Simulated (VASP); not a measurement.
# BaF2 (Fm-3m) in VASP: a series of runs, part 2 of 2

VASP 6.6.1. Earlier steps stand in the parts before.

## Step 3: Single point, PBE

INCAR

```
SYSTEM = BaF2
PREC = Accurate
ENCUT = 600
EDIFF = 1E-6
ISMEAR = 0
SIGMA = 0.05
LREAL = .False.
LASPH = .True.
NELM = 120
ALGO = Normal
ISIF = 2
LWAVE = .False.
LCHARG = .True.
GGA = PE
LELF = .True.
LVHAR = .True.
NBANDS = 19
GGA_COMPAT = .False.
```

KPOINTS

```
Automatic mesh
0
Gamma
  6 6 6
  0 0 0
```

POSCAR

```
BaF2
1.0
    0.0000000000      3.1000485598      3.1000485598
    3.1000485598      0.0000000000      3.1000485598
    3.1000485598      3.1000485598      0.0000000000
Ba F
1 2
Direct
    0.0000000000      0.0000000000      0.0000000000
    0.2500000000      0.2500000000      0.2500000000
    0.7500000000      0.7500000000      0.7500000000
```

Potentials or basis: VASP PAW PBE potentials, release 64 (Ba_sv, F).

Launch:

```bash
cat potpaw_PBE.64/Ba_sv/POTCAR potpaw_PBE.64/F/POTCAR > POTCAR
mpirun -np 1 vasp_std > vasp.out
```

Run time: 22 s. Hardware: 1 thread of Intel Xeon Platinum 8259CL at 2.50GHz (Skylake/Cascade Lake), shared host; peak memory 0.21 GiB.

It converged, with:

- Free energy: -17.1127 eV
- Pressure: 2.3 GPa
- Band gap on the k mesh: 6.78 eV (least direct gap 6.84 eV)

Levels at points of the mesh, in eV from the valence-band top:
```tsv
k point	band 10	band 11	band 12	band 13	band 14	band 15
(0.00, 0.00, 0.00)	-0.07	-0.07	-0.07	6.78	9.19	9.19
(0.50, 0.00, 0.00)	-0.34	-0.16	-0.16	9.11	9.19	9.19
(0.50, 0.50, 0.00)	-0.32	-0.32	-0.11	7.26	9.01	10.67
```

Caveat: spin-orbit coupling is left out, which moves the levels of the heavy elements. A k mesh can miss the band edges.

## Step 4: Single point, PBE0

POSCAR is that of step 3.

INCAR.step1

```
SYSTEM = BaF2
  PREC = Accurate
  ENCUT = 520
  EDIFF = 1E-5
  ISMEAR = 0
  SIGMA = 0.05
  LREAL = .False.
  LASPH = .True.
  NELM = 120
  ALGO = Normal
  ISIF = 2
  LWAVE = .True.
  LCHARG = .False.
  NBANDS = 19
  GGA = PE
  GGA_COMPAT = .False.
```

INCAR.step2

```
SYSTEM = BaF2
  PREC = Accurate
  ENCUT = 520
  EDIFF = 1E-6
  ISMEAR = 0
  SIGMA = 0.05
  LREAL = .False.
  LASPH = .True.
  NELM = 120
  ALGO = Normal
  ISIF = 2
  LWAVE = .False.
  LCHARG = .False.
  GGA = PE
  LHFCALC = .True.
  AEXX = 0.25
  PRECFOCK = Normal
  NBANDS = 19
  ISTART = 1
  GGA_COMPAT = .False.
```

KPOINTS

```
regular mesh
0
Gamma
  4 4 4
  0 0 0
```

Launch:

```bash
cat potpaw_PBE.64/Ba_sv/POTCAR potpaw_PBE.64/F/POTCAR > POTCAR
cp INCAR.step1 INCAR
mpirun -np 1 vasp_std > vasp.out
cp INCAR.step2 INCAR
mpirun -np 1 vasp_std > vasp.out
```

It took 21 min on 1 thread of Intel Xeon Platinum 8259CL at 2.50GHz (Skylake/Cascade Lake), shared host; peak memory 0.22 GiB.

Results (log left out):

| Property | Result |
| --- | --- |
| Free energy | -21.1236 eV |
| Pressure | 1.1 GPa |
| Band gap on the k mesh | 9.46 eV (least direct gap 9.56 eV) |

Levels at points of the mesh, in eV from the valence-band top:
```tsv
k point	band 9	band 10	band 11	band 12	band 13	band 14	band 15	band 16
(0.00, 0.00, 0.00)	-1.58	-0.09	-0.09	-0.09	9.46	12.09	12.09	14.46
(0.50, 0.00, 0.00)	-0.72	-0.35	-0.17	-0.17	12.01	12.07	12.07	12.47
(0.50, 0.50, 0.00)	-0.40	-0.31	-0.31	-0.17	9.96	11.92	13.67	15.03
```

Caveat: the k points lie up to 0.44 Å⁻¹ apart; the PAW data sets were made with another functional, which shifts forces and pressure a little; spin-orbit coupling is left out, which moves the levels of the heavy elements. A k mesh can miss the band edges.

## Step 5: Single point, PBE-based global hybrid with 10 % exact exchange

POSCAR is that of step 4.

INCAR.step1

```
PREC = Accurate ; ENCUT = 520
EDIFF = 1E-5 ; ISMEAR = 0
SIGMA = 0.05 ; LREAL = F
LASPH = T ; NELM = 120
ALGO = Normal ; ISIF = 2
LWAVE = T ; LCHARG = F
GGA = PE ; NBANDS = 19
GGA_COMPAT = F
```

INCAR.step2

```
PREC = Accurate ; ENCUT = 520
EDIFF = 1E-6 ; ISMEAR = 0
SIGMA = 0.05 ; LREAL = F
LASPH = T ; NELM = 120
ALGO = Normal ; ISIF = 2
LWAVE = F ; LCHARG = F
GGA = PE ; LHFCALC = T
AEXX = 0.1 ; PRECFOCK = Normal
ISTART = 1 ; NBANDS = 19
GGA_COMPAT = F
```

KPOINTS

```
Automatic mesh
0
Gamma
  4 4 4
```

Launch:

```bash
cat potpaw_PBE.64/Ba_sv/POTCAR potpaw_PBE.64/F/POTCAR > POTCAR
cp INCAR.step1 INCAR
mpirun -np 1 vasp_std > vasp.out
cp INCAR.step2 INCAR
mpirun -np 1 vasp_std > vasp.out
```

It took 18 min on 1 thread of Intel Xeon Platinum 8259CL at 2.50GHz (Skylake/Cascade Lake), shared host; peak memory 0.22 GiB.

Results (log left out):

```
Free energy            : -18.6969 eV
Pressure               : 1.8 GPa
Band gap on the k mesh : 7.83 eV (least direct gap 7.91 eV)
```

Levels at points of the mesh, in eV from the valence-band top:
| k point | band 10 | band 11 | band 12 | band 13 | band 14 | band 15 |
| --- | --- | --- | --- | --- | --- | --- |
| (0.00, 0.00, 0.00) | -0.08 | -0.08 | -0.08 | 7.83 | 10.33 | 10.33 |
| (0.50, 0.00, 0.00) | -0.35 | -0.17 | -0.17 | 10.26 | 10.33 | 10.33 |
| (0.50, 0.50, 0.00) | -0.32 | -0.32 | -0.14 | 8.32 | 10.15 | 11.86 |

Caveat: the k points lie up to 0.44 Å⁻¹ apart; the PAW data sets were made with another functional, which shifts forces and pressure a little; spin-orbit coupling is left out, which moves the levels of the heavy elements. A k mesh can miss the band edges.

## Step 6: Single point, r2SCAN0

POSCAR is that of step 5.

INCAR.step1

```
SYSTEM = BaF2
ALGO = Normal ; EDIFF = 1E-5
ENCUT = 580 ; GGA = PE
GGA_COMPAT = .FALSE. ; ISIF = 2
ISMEAR = 0 ; LASPH = .TRUE.
LCHARG = .FALSE. ; LREAL = .FALSE.
LWAVE = .TRUE. ; NBANDS = 19
NELM = 120 ; PREC = Accurate
SIGMA = 0.05
```

INCAR.step2

```
SYSTEM = BaF2
AEXX = 0.25 ; ALGO = Normal
EDIFF = 1E-6 ; ENCUT = 580
GGA_COMPAT = .FALSE. ; ISIF = 2
ISMEAR = 0 ; ISTART = 1
LASPH = .TRUE. ; LCHARG = .FALSE.
LHFCALC = .TRUE. ; LMIXTAU = .TRUE.
LREAL = .FALSE. ; LWAVE = .FALSE.
METAGGA = R2SCAN ; NBANDS = 19
NELM = 120 ; PREC = Accurate
PRECFOCK = Normal ; SIGMA = 0.05
```

KPOINTS

```
k-points
0
G
  4 4 4
  0 0 0
```

Potentials or basis: VASP PAW PBE potentials, release 64 (Ba_sv, F).

Launch:

```bash
cat potpaw_PBE.64/Ba_sv/POTCAR potpaw_PBE.64/F/POTCAR > POTCAR
cp INCAR.step1 INCAR
mpirun -np 1 vasp_std > vasp.out
cp INCAR.step2 INCAR
mpirun -np 1 vasp_std > vasp.out
```

OUTCAR:

```text
SYSTEM = BaF2
   AEXX = 0.25
   EDIFF = 1E-6
   ENCUT = 580
   ISIF = 2
   ISMEAR = 0
   ISTART = 1
   LASPH = .TRUE.
   LHFCALC = .TRUE.
   LREAL = .FALSE.
   METAGGA = R2SCAN
   NELM = 120
   PREC = Accurate
   PRECFOCK = Normal

 ion  position               nearest neighbor table
   1  0.000  0.000  0.000-   3 2.68   2 2.68   3 2.68   2 2.68   3 2.68   3 2.68   2 2.68   2 2.68

   2  0.250  0.250  0.250-   1 2.68   1 2.68   1 2.68   1 2.68
   3  0.750  0.750  0.750-   1 2.68   1 2.68   1 2.68   1 2.68

  LATTYP: Found a face centered cubic cell.
 ALAT       =     6.2000971196

  Lattice vectors:

 A1 = (   0.0000000000,   3.1000485598,   3.1000485598)
 A2 = (   3.1000485598,   0.0000000000,   3.1000485598)
 A3 = (   3.1000485598,   3.1000485598,   0.0000000000)

Analysis of symmetry for initial positions (statically):
=====================================================================
 Subroutine PRICEL returns:
 Original cell was already a primitive cell.

 Routine SETGRP: Setting up the symmetry group for a
[... 158 lines left out ...]
  free energy    TOTEN  =       -42.25682220 eV

  energy without entropy =      -42.25682220  energy(sigma->0) =      -42.25682220

 E-fermi :  -4.1522     XC(G=0):  -7.2051

 val. band max:       -4.4172990835   @ k =  -0.2500   0.2500   0.0000
 cond. band min:       5.3653542394   @ k =   0.0000   0.0000   0.0000
 fundamental gap:      9.7826533229
 Fermi energy:        -4.1522419315

 k-point     1 :       0.0000    0.0000    0.0000
  band No.  band energies     occupation
      1     -28.8245      2.00000
      2     -25.7072      2.00000
      3     -25.4704      2.00000
      4     -12.1447      2.00000
      5     -12.1447      2.00000
      6     -12.1447      2.00000
[... 153 lines left out ...]
      6     -12.2916      2.00000
[... 11 lines left out ...]
     18      14.0089      0.00000
     19      14.0951      0.00000

------------------------ aborting loop because EDIFF is reached ----------------------------------------

  FORCE on cell =-STRESS in cart. coord.  units (eV):
  Direction    XX          YY          ZZ          XY          YZ          ZX
  --------------------------------------------------------------------------------------
  -------------------------------------------------------------------------------------
  Total        0.0345079      0.0345079      0.0345079      0.0000000     -0.0000000     -0.0000000
  in kB        0.9278841      0.9278841      0.9278841      0.0000000     -0.0000000     -0.0000000
  external PRESSURE =       0.9278841 kB  Pullay stress =       0.0000000 kB

 VOLUME and BASIS-vectors are now :
 -----------------------------------------------------------------------------
  energy-cutoff  :      580.00
  volume of cell :       59.58
      direct lattice vectors                 reciprocal lattice vectors
     0.000000000  3.100048560  3.100048560    -0.161287796  0.161287796  0.161287796
     3.100048560  0.000000000  3.100048560     0.161287796 -0.161287796  0.161287796
     3.100048560  3.100048560  0.000000000     0.161287796  0.161287796 -0.161287796

 POSITION                                       TOTAL-FORCE (eV/Angst)
 -----------------------------------------------------------------------------------
      0.00000      0.00000      0.00000        -0.000000      0.000000     -0.000000
      1.55002      1.55002      1.55002         0.000000     -0.000000      0.000000
      4.65007      4.65007      4.65007        -0.000000      0.000000     -0.000000
 -----------------------------------------------------------------------------------
    total drift:                               -0.000001     -0.000001     -0.000001

  FREE ENERGIE OF THE ION-ELECTRON SYSTEM (eV)
  ---------------------------------------------------
  free  energy   TOTEN  =       -42.2568222042 eV

  energy  without entropy=      -42.2568222042  energy(sigma->0) =      -42.25682220
```

It took 26 min on 1 thread of Intel Xeon Platinum 8259CL at 2.50GHz (Skylake/Cascade Lake), shared host; peak memory 0.23 GiB.

Results:

```yaml
Free_energy: -42.2568 eV
Pressure: 0.1 GPa
Band_gap_on_the_k_mesh: 9.78 eV (least direct gap 9.88 eV)
```

Caveat: the k points lie up to 0.44 Å⁻¹ apart; the PAW data sets were made with another functional, which shifts forces and pressure a little; spin-orbit coupling is left out, which moves the levels of the heavy elements. A k mesh can miss the band edges.

## Step 7: Overview

```tsv
level	k mesh	cutoff (eV)	grid for exact exchange (PRECFOCK)	share of exact exchange	gap on the mesh (eV)	pressure (GPa)
PBE	4 × 4 × 4	600	-	-	6.76	2.3
PBE	6 × 6 × 6	600	-	-	6.78	2.3
PBE0	4 × 4 × 4	520	Normal	0.25	9.46	1.1
PBE-based global hybrid with 10 % exact exchange	4 × 4 × 4	520	Normal	0.1	7.83	1.8
r2SCAN0	4 × 4 × 4	580	Normal	0.25	9.78	0.1
```

Alike in all rows: task single point; potentials or basis VASP PAW PBE potentials, release 64 (Ba_sv, F); no spin polarisation; cell as given; smearing gaussian 0.05 eV.

Caveats: some runs use coarse meshes; spin-orbit coupling is left out, which moves the levels of the heavy elements; the PAW data sets were made with another functional, which shifts forces and pressure a little (at least some runs).

Absolute energies hang on the potentials; compare differences alone.
